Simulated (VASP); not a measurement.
# KF (Fm-3m) in VASP: G0W0 quasiparticle levels with r2SCAN

Aim: the G0W0 quasiparticle levels of KF with r2SCAN.

Everything below comes from runs of VASP 6.6.1. Logs are shortened: lines on timing, memory, paths and dates and some standing lists are left out, and cuts for length are marked.

## (1) The cell of the first run

The structure is cubic, space group Fm-3m (No. 225). Conventional cell: a = 5.318 Å, b = 5.318 Å, c = 5.318 Å, α = 90.00°, β = 90.00°, γ = 90.00°. Within 3.5 Å of K (site symmetry m-3m) lie 6 F at 2.66 Å. Within 3.5 Å of F (site symmetry m-3m) lie 6 K at 2.66 Å.

## (2) G0W0 quasiparticle levels, r2SCAN

POSCAR reads:

```
KF
1.0
    0.0000000000      2.6589605554      2.6589605554
    2.6589605554      0.0000000000      2.6589605554
    2.6589605554      2.6589605554      0.0000000000
K F
1 1
Direct
    0.0000000000      0.0000000000      0.0000000000
    0.5000000000      0.5000000000      0.5000000000
```

INCAR.step1 reads:

```
ALGO = Normal ; EDIFF = 1E-8
ENCUT = 500 ; ISMEAR = 0
LASPH = T ; LCHARG = F
LMIXTAU = T ; LREAL = F
LWAVE = T ; METAGGA = R2SCAN
NELM = 100 ; PREC = Accurate
SIGMA = 0.01
```

INCAR.step2 reads:

```
ALGO = Exact ; EDIFF = 1E-8
ENCUT = 500 ; ISMEAR = 0
ISTART = 1 ; LASPH = T
LCHARG = F ; LMIXTAU = T
LOPTICS = T ; LREAL = F
LWAVE = T ; METAGGA = R2SCAN
NBANDS = 149 ; NELM = 1
PREC = Accurate ; SIGMA = 0.01
```

INCAR.step3 reads:

```
ALGO = EVGW0 ; EDIFF = 1E-8
ENCUT = 500 ; ENCUTGW = 140.0
ISMEAR = 0 ; ISTART = 1
LASPH = T ; LCHARG = F
LMIXTAU = T ; LREAL = F
LWAVE = F ; METAGGA = R2SCAN
NBANDS = 149 ; NBANDSGW = 16
NELMGW = 1 ; NOMEGA = 96
OMEGAMAX = 20 ; PREC = Accurate
PRECFOCK = Fast ; SIGMA = 0.01
```

KPOINTS reads:

```
k-points
0
Gamma
  4 4 4
```

Potentials or basis: VASP PAW PBE potentials, release 64 (K_sv_GW, F_GW).

Launch:

```
> cat potpaw_PBE.64/K_sv_GW/POTCAR potpaw_PBE.64/F_GW/POTCAR > POTCAR
> cp INCAR.step1 INCAR
> mpirun -np 1 vasp_std > vasp.out
> cp INCAR.step2 INCAR
> mpirun -np 1 vasp_std > vasp.out
> cp INCAR.step3 INCAR
> mpirun -np 1 vasp_std > vasp.out
```

OUTCAR:

```text
EDIFF = 1E-8
   ENCUT = 500
   ENCUTGW = 140.0
   ISMEAR = 0
   ISTART = 1
   LASPH = T
   LREAL = F
   METAGGA = R2SCAN
   NELMGW = 1
   PREC = Accurate
   PRECFOCK = Fast

 ion  position               nearest neighbor table
   1  0.000  0.000  0.000-   2 2.66   2 2.66   2 2.66   2 2.66   2 2.66   2 2.66
   2  0.500  0.500  0.500-   1 2.66   1 2.66   1 2.66   1 2.66   1 2.66   1 2.66

  LATTYP: Found a face centered cubic cell.
 ALAT       =     5.3179211108

  Lattice vectors:

 A1 = (   0.0000000000,   2.6589605554,   2.6589605554)
 A2 = (   2.6589605554,   0.0000000000,   2.6589605554)
 A3 = (   2.6589605554,   2.6589605554,   0.0000000000)

Analysis of symmetry for initial positions (statically):
=====================================================================
 Subroutine PRICEL returns:
 Original cell was already a primitive cell.

 Routine SETGRP: Setting up the symmetry group for a
 face centered cubic supercell.

 Subroutine GETGRP returns: Found 48 space group operations
 (whereof 48 operations were pure point group operations)
 out of a pool of 48 trial point group operations.

The static configuration has the point symmetry O_h .

Analysis of symmetry for dynamics (positions and initial velocities):
=====================================================================
 Subroutine PRICEL returns:
 Original cell was already a primitive cell.

 Routine SETGRP: Setting up the symmetry group for a
 face centered cubic supercell.

 Subroutine GETGRP returns: Found 48 space group operations
 (whereof 48 operations were pure point group operations)
 out of a pool of 48 trial point group operations.

The dynamic configuration has the point symmetry O_h .

 Subroutine INISYM returns: Found 48 space group operations
 (whereof 48 operations are pure point group operations),
 and found     1 'primitive' translations

----------------------------------------------------------------------------------------

                                     Primitive cell

  volume of cell :      37.5981

[... 45 lines left out ...]
  0.000000  0.000000  0.000000      1.000000
  0.250000  0.000000  0.000000      8.000000
  0.500000  0.000000  0.000000      4.000000
  0.250000  0.250000  0.000000      6.000000
  0.500000  0.250000  0.000000     24.000000
 -0.250000  0.250000  0.000000     12.000000
  0.500000  0.500000  0.000000      3.000000
 -0.250000  0.500000  0.250000      6.000000
   k-points           NKPTS =      8   k-points in BZ     NKDIM =     64   number of bands    NBANDS=    149
   number of dos      NEDOS =    301   number of ions     NIONS =      2
   total plane-waves  NPLWV =  21952
   dimension x,y,z NGX =    28 NGY =   28 NGZ =   28
   dimension x,y,z NGXF=    56 NGYF=   56 NGZF=   56
   ions per type =               1   1
   NGX,Y,Z   is equivalent  to a cutoff of  12.38, 12.38, 12.38 a.u.
   NGXF,Y,Z  is equivalent  to a cutoff of  24.76, 24.76, 24.76 a.u.
 SYSTEM =  unknown system
   PREC   = accura    normal or accurate (medium, high low for compatibility)
   ISTART =      1    job   : 0-new  1-cont  2-samecut
   ICHARG =      0    charge: 1-file 2-atom 10-const
   ISPIN  =      1    spin polarized calculation?
   LNONCOLLINEAR =      F non collinear calculations
   LSORBIT =      F    spin-orbit coupling
   LASPH  =      T    aspherical Exc in radial PAW
   ENCUT  =  500.0 eV  36.75 Ry    6.06 a.u.   6.86  6.86  6.86*2*pi/ulx,y,z
   NELM   =     60;   NELMIN=  2; NELMDL=  0     # of ELM steps
   EDIFF  = 0.1E-07   stopping-criterion for ELM
   LREAL  =      F    real-space projection
   EDIFFG = 0.1E-06   stopping-criterion for IOM
   NSW    =      0    number of steps for IOM
   IBRION =     -1    ionic relax: 0-MD 1-quasi-New 2-CG
   NFREE  =      0    steps in history (QN), initial steepest desc. (CG)
   ISIF   =      0    stress and relaxation
   ISYM   =      3    0-nonsym 1-usesym 2-fastsym
   POTIM  = 0.5000    time-step for ionic-motion
   TEBEG  =    0.0;   TEEND  =   0.0 temperature during run
   PSTRESS=    0.0 pullay stress
   NELECT =      16.0000    total number of electrons
   NUPDOWN=      -1.0000    fix difference up-down
   EMIN   =  10.00;   EMAX   =-10.00  energy-range for DOS
   EFERMI =   0.00;   METHOD = LEGACY
   ISMEAR =     0;   SIGMA  =   0.01  broadening in eV -4-tet -1-fermi 0-gaus
   EFERMI_NEDOS =   21; number of points for ismear=-14 and -15
   IALGO  =     38    algorithm
   IMIX   =      4    mixing-type and parameters
     AMIX     =   0.40;   BMIX     =  1.00
     AMIX_MAG =   1.60;   BMIX_MAG =  1.00
  volume/ion in A,a.u.               =      18.80       126.86
  Fermi-wavevector in a.u.,A,eV,Ry     =   1.231382  2.326975 20.630549  1.516303
  Thomas-Fermi vector in A             =   2.366194
   LORBIT       =      0    0 simple, 1 ext, 2 COOP (PROOUT), +10 PAW based schemes
   METAGGA = R2SCAN    functional components
   LHFCALC =     T    Hartree Fock is set to
   PRECFOCK=fast      Normal, Fast or Accurate (Low or Medium for compatibility)
   ENCUT4O =  -1.0   cutoff for four orbital integrals eV
   NKREDX  =     1    reduce k-point grid by
   NKREDY  =     1    reduce k-point grid by
   NKREDZ  =     1    reduce k-point grid by
   AEXX    =    1.0000 exact exchange contribution
   HFSCREEN=    0.0000 screening length (either q_TF or 0.3 A-1)
   HFSCREENC=   0.0000 screening length for correlation (either q_TF or 0.3 A-1)
   ENCUTFOCK=  -1.0 apply spherical cutoff to Coloumb kernel
   IVDW    =     0    specifies the selected vdW correction
   LEPSILON=     F    determine dielectric tensor
   LRPA    =     F    only Hartree local field effects (RPA)
   LRPAFORCE           =     F    calculate RPA forces
   ENCUTGW             = 140.0    cutoff for response function in eV
   ENCUTGWSOFT         = 112.0    soft cutoff for Coulomb kernel in GW response function in eV
   ENCUTLF             =  -1.0    cutoff for local field effects
   NELMGW              =     1    number of iterations in solving QP/BSE equation
   NELMHF              =     1    number of iterations in the inner HF iteration
   NKREDLFX            =     1    NKREDLFY  =   1   NKREDLFZ  =   1
 non-spin polarized calculation
 Gauss-broadening in eV      SIGMA  =   0.01
  energy-cutoff  :      500.00
  volume of cell :       37.60
 maximum number of plane-waves:       982
  NGX = 16; NGY = 16; NGZ = 16
   NGX = 13   NGY = 13   NGZ = 13
 maximum number of plane-waves:       150

 QP shifts <psi_nk| G(iteration)W_0 |psi_nk>: iteration 1
 for sc-GW calculations column KS-energies equals QP-energies in previous step
 and V_xc(KS)=  KS-energies - (<T + V_ion + V_H > + <T+V_H+V_ion>^1  + <V_x>^1)

 k-point   1 :       0.0000    0.0000    0.0000
  band No.  KS-energies  QP-energies   sigma(KS)   V_xc(KS)     V^pw_x(r,r')   Z            occupation Imag(sigma)

      1     -27.9417     -29.3348     -21.9484     -19.8124     -30.7006       0.6522       2.0000       0.4398
      2     -20.7026     -23.5485     -28.4564     -24.9866     -37.1288       0.8202       2.0000       0.6464
      3     -10.4083     -13.5560     -22.3729     -18.6732     -24.9249       0.8508       2.0000       0.0456
      4     -10.4083     -13.5560     -22.3729     -18.6732     -24.9249       0.8508       2.0000       0.0456
      5     -10.4083     -13.5560     -22.3729     -18.6732     -24.9249       0.8508       2.0000       0.0456
      6      -0.9160      -2.9326     -25.0471     -22.5327     -29.6030       0.8020       2.0000       0.0485
[... 135 lines left out ...]
      2     -20.7538     -23.7916     -28.4424     -24.9558     -37.1241       0.8713       2.0000       0.6755
      3     -10.8104     -13.9249     -21.8588     -18.1071     -24.4912       0.8301       2.0000       0.0710
      4     -10.8104     -13.9249     -21.8588     -18.1071     -24.4912       0.8301       2.0000       0.0710
      5     -10.4975     -13.6745     -22.2870     -18.5723     -24.8216       0.8553       2.0000       0.0417
      6      -1.3146      -3.4143     -24.2709     -21.6373     -28.7517       0.7973       2.0000       0.0500
[... 8 lines left out ...]
     15      16.1296      18.4999      -8.7310     -11.5361      -5.2914       0.8450       0.0000      -0.0908
     16      16.1296      18.4999      -8.7310     -11.5361      -5.2914       0.8450       0.0000      -0.0908
```

Run time: 2.2 min. Hardware: 1 thread of Intel Xeon Platinum 8488C (Sapphire Rapids), shared host; peak memory 0.37 GiB.

What came out:

```
Quasiparticle gap                                   : 10.00 eV
Least direct quasiparticle gap                      : 10.00 eV
Band gap of the starting levels on the mesh         : 6.92 eV
Least direct gap of the starting levels on the mesh : 6.92 eV
```

Caveat: the k points lie up to 0.51 Å⁻¹ apart; bands, screening cutoff and mesh are small and nothing is extrapolated, so the quasiparticle values aren't converged.
